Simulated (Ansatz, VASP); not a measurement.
## Two plane-wave programs on Ni

File INCAR:

```
SYSTEM = Ni
  PREC = Accurate
  ENCUT = 590
  EDIFF = 1E-6
  ISMEAR = -1
  SIGMA = 0.05
  LREAL = .FALSE.
  LASPH = .TRUE.
  NELM = 200
  ALGO = Normal
  ISIF = 2
  LWAVE = .FALSE.
  LCHARG = .TRUE.
  ISPIN = 2
  MAGMOM = 2
  LORBIT = 11
  LMAXMIX = 4
  LDAU = .TRUE.
  LDAUTYPE = 2
  LDAUL = 2
  LDAUU = 6.2
  LDAUJ = 0
  LDAUPRINT = 1
  GGA = PE
  LELF = .TRUE.
  LVHAR = .TRUE.
  NBANDS = 19
  GGA_COMPAT = .FALSE.
```

Contents of KPOINTS:

```
Automatic mesh
0
G
  12 12 12
  0 0 0
```

File POSCAR:

```
Ni
1.0
    0.0000000000      1.7698700000      1.7698700000
    1.7698700000      0.0000000000      1.7698700000
    1.7698700000      1.7698700000      0.0000000000
Ni
1
Direct
    0.0000000000      0.0000000000      0.0000000000
```

Input for Ansatz:

```yaml
crystal:
  lattice:
    - [0.0, 1.76987, 1.76987]
    - [1.76987, 0.0, 1.76987]
    - [1.76987, 1.76987, 0.0]
  atoms:
    - { symbol: Ni, position: [0.0, 0.0, 0.0], spin: 2.0 }
magnetization:
  spin_polarized: true
hamiltonian:
  xc: pbe
  pseudopotentials: { kind: paw }
  hubbard: { sites: [{ species: Ni, l: d, u_eff: 6.2 }] }
basis:
  ecutwfc: 420
kpoints:
  mp_grid: { grid: [12, 12, 12] }
scf:
  occupations: { method: fermi_dirac, width: 0.05 }
  lower_state_search: "off"
output:
  forces: true
  stress: true
```

Alike in both runs: task single point; functional PBE; k mesh 12 × 12 × 12; occupations fermi-dirac, width 0.05 eV; collinear spin; Hubbard terms Ni d U = 6.2 eV.

|  | VASP | Ansatz |
| --- | --- | --- |
| version | VASP 6.6.1 | Ansatz 0.2.0 |
| potentials or method | VASP PAW PBE potentials, release 64 (Ni_sv_GW), cutoff 590 eV | PAW, plane waves, scalar-relativistic |
| valence electrons in the cell | 18 | 18 |

Ansatz gave:

- pressure (GPa): -0.1
- net moment per atom (μB): 0.71
- size of the moment on the site where the two differ most (μB): 0.78

Task: Estimate VASP's values.

Result: Pressure (GPa): -0.4; net moment per atom (μB): 0.99; size of the moment on the site where the two differ most (μB): 1.10.

The net moments are unlike, so the other rows may belong to different states. Site moments also hang on the region over which each program counts them. The programs project onto different local orbitals, so the same U acts differently, and such runs can settle in different states. Ansatz's warnings: filled band counts differ across k points.
